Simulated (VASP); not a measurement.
CdSe, 8 atoms in the cell. The structure is cubic, space group I-43m (No. 217). Conventional cell: a = 8.457 Å, b = 8.457 Å, c = 8.457 Å, α = 90.00°, β = 90.00°, γ = 90.00°. Within 3.4 Å of Cd (site symmetry 3m) lie 4 Se at 2.59 to 2.73 Å. Within 3.4 Å of Se (site symmetry 3m) lie 4 Cd at 2.59 to 2.73 Å. 

```yaml
Program: VASP 6.6.1
Task: single point
Functional: PBE
Potentials_or_basis: VASP PAW PBE potentials, release 64 (Cd, Se)
Cutoff: 520 eV
k_mesh: 4 × 4 × 4
Occupations: gaussian, width 0.1 eV
Spin: no spin polarisation
Dipole_correction: no
Further_INCAR_settings: ALGO = Normal; EDIFF = 1e-06; NBANDS = 46
```

Potentials or basis: VASP PAW PBE potentials, release 64 (Cd, Se).

Run with:

```bash
$ cat potpaw_PBE.64/Cd/POTCAR potpaw_PBE.64/Se/POTCAR > POTCAR
$ mpirun -np 1 vasp_std > vasp.out
```

Hardware: 1 thread of AMD EPYC 9R45 96-Core Processor (Zen 5) (shared host).

Question: Estimate the wall time of this run.

Answer: It took 75 s on 1 thread of AMD EPYC 9R45 96-Core Processor (Zen 5), on a shared host, peak memory 0.39 GiB. Counts: scf iterations 14, k points 8.
